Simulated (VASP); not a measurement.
# Sr: single point with r2SCAN

The system is Sr.

```
Sr
1.0
     4.31000    0.00000    0.00000
    -2.15500    3.73257    0.00000
     0.00000    0.00000    7.08525
Sr
2
Cartesian
  0.0000 2.4884 1.7713
  2.1550 1.2442 5.3139
```

This cell differs from its parent crystal: strain +0.0050 x Voigt [0, 0, 1, 0, 0, 0].

* Program: VASP 6.6.1
* Task: single point
* Functional: r2SCAN
* Potentials or basis: VASP PAW PBE potentials, release 64 (Sr_sv)
* Cutoff: 520 eV
* k mesh: 12 × 12 × 8
* Occupations: gaussian, width 0.15 eV
* Spin: no spin polarisation
* Dipole correction: no
* Further INCAR settings: ALGO = Normal; EDIFF = 1e-06; NBANDS = 17

| Quantity | Value |
| --- | --- |
| Pressure | 0.0 GPa |
| Band gap on the k mesh | zero (bands 10 and 11 overlap by 0.39 eV) |

Levels at points of the mesh, in eV from the Fermi level:
| k point | band 8 | band 9 | band 10 | band 11 | band 12 | band 13 |
| --- | --- | --- | --- | --- | --- | --- |
| (0.00, 0.00, 0.00) | -19.37 | -3.82 | -1.10 | -0.14 | 2.56 | 2.58 |
| (0.50, 0.00, 0.00) | -19.41 | -1.11 | -0.63 | 0.13 | 0.33 | 1.37 |
| (0.00, 0.00, 0.50) | -19.39 | -2.86 | -2.86 | 1.40 | 1.40 | 2.58 |
| (0.50, 0.00, 0.50) | -19.42 | -0.76 | -0.76 | 0.15 | 0.15 | 1.49 |

Run time: 6 min on 1 thread of AMD EPYC 9R45 96-Core Processor (Zen 5) (shared host), peak memory 0.31 GiB.

Caveat: the cell differs from its parent crystal (strain +0.0050 x Voigt [0, 0, 1, 0, 0, 0]); the PAW data sets were made with another functional, which shifts forces and pressure a little.
